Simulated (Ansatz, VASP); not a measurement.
Given: the input of a run of Ansatz 0.2.0 on Rh.

input.yaml

```yaml
crystal:
  lattice:
    - [0.0, 1.89785, 1.89785]
    - [1.89785, 0.0, 1.89785]
    - [1.89785, 1.89785, 0.0]
  atoms:
    - { symbol: Rh, position: [0.0, 0.0, 0.0] }
kpoints:
  mp_grid: { grid: [12, 12, 12] }
scf:
  occupations: { method: gaussian, width: 0.022 }
hamiltonian:
  xc: pbe
  pseudopotentials: { kind: all_electron, lapw: { basis_error: 0.001 } }
output:
  forces: true
  stress: true
  eigenvalues: true
```

Potentials or basis: all-electron LAPW, scalar-relativistic.

Command:

```console
$ ansatz run input.yaml --threads 1 --pin off --max-ram 3072MiB --backend cpu --events-out ev --progress --plain --runs-dir out
```

Translate it to VASP 6.6.1. Potentials there: VASP PAW PBE potentials, release 64 (Rh_pv).

As run (the cutoff follows the program's own potentials):

Contents of INCAR:

```
  ALGO = Normal
  EDIFF = 1E-7
  ENCUT = 520
  GGA = PE
  ISIF = 2
  ISMEAR = 0
  LASPH = T
  LCHARG = F
  LREAL = F
  LWAVE = F
  NBANDS = 14
  NELM = 60
  PREC = Accurate
  SIGMA = 0.022
```

The input KPOINTS:

```
k-points
0
Gamma
  12 12 12
```

The input POSCAR:

```
Rh
1.0
    0.0000000000      1.8978500000      1.8978500000
    1.8978500000      0.0000000000      1.8978500000
    1.8978500000      1.8978500000      0.0000000000
Rh
1
Direct
    0.0000000000      0.0000000000      0.0000000000
```

Potentials or basis: VASP PAW PBE potentials, release 64 (Rh_pv).

Run with:

```bash
$ cat potpaw_PBE.64/Rh_pv/POTCAR > POTCAR
$ mpirun -np 1 vasp_std > vasp.out
```

Both were run:

|  | VASP | Ansatz | Ansatz less VASP |
| --- | --- | --- | --- |
| gap on the k mesh at the Fermi level (eV) | none | none | - |
| pressure (GPa) | 7.3 | 7.2 | -0.08 |

A gap of «none» marks a metal or a gap that the smearing closes. Ansatz ran all-electron here, and VASP with PAW potentials.
